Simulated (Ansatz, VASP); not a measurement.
**One calculation of TiO2, two programs**

```
CELL_PARAMETERS angstrom
4.57864 0.00000 0.00000
0.00000 4.57864 0.00000
0.00000 0.00000 2.94910
ATOMIC_POSITIONS crystal
Ti 0.00000 0.00000 0.00000
Ti 0.50000 0.50000 0.50000
O 0.30600 0.30600 0.00000
O 0.19400 0.80600 0.50000
O 0.69400 0.69400 0.00000
O 0.80600 0.19400 0.50000
```

Change from the starting cell: volume scaled by 0.99, crystal datasets.

Alike in both runs: task electric field gradients; functional PBE; k mesh 7 × 7 × 10; occupations fermi-dirac, width 0.05 eV; no spin polarisation.

```csv
,VASP,Ansatz
version,VASP 6.6.1,Ansatz 0.2.0
potentials or method,"VASP PAW PBE potentials, release 64 (Ti_sv, O), cutoff 520 eV","all-electron PAW with datasets made for the crystal, scalar-relativistic"
```

VASP gave:

- gap on the k mesh at the Fermi level (eV): 1.93
- pressure (GPa): 8.7
- traceless stress, the component that is largest in VASP (GPa): 0.15
- rms of the force components (eV/Å): 0.150
- size of Vzz on the site where it differs most (V/Å²): 26.0

Estimate Ansatz's values.

gap on the k mesh at the Fermi level (eV): 1.95; pressure (GPa): 8.0; traceless stress, the component that is largest in VASP (GPa): -0.10; rms of the force components (eV/Å): 0.136; size of Vzz on the site where it differs most (V/Å²): 25.5.

Atom by atom the forces differ by 0.014 eV/Å (rms over components). Ansatz ran all-electron here, and VASP with PAW potentials.
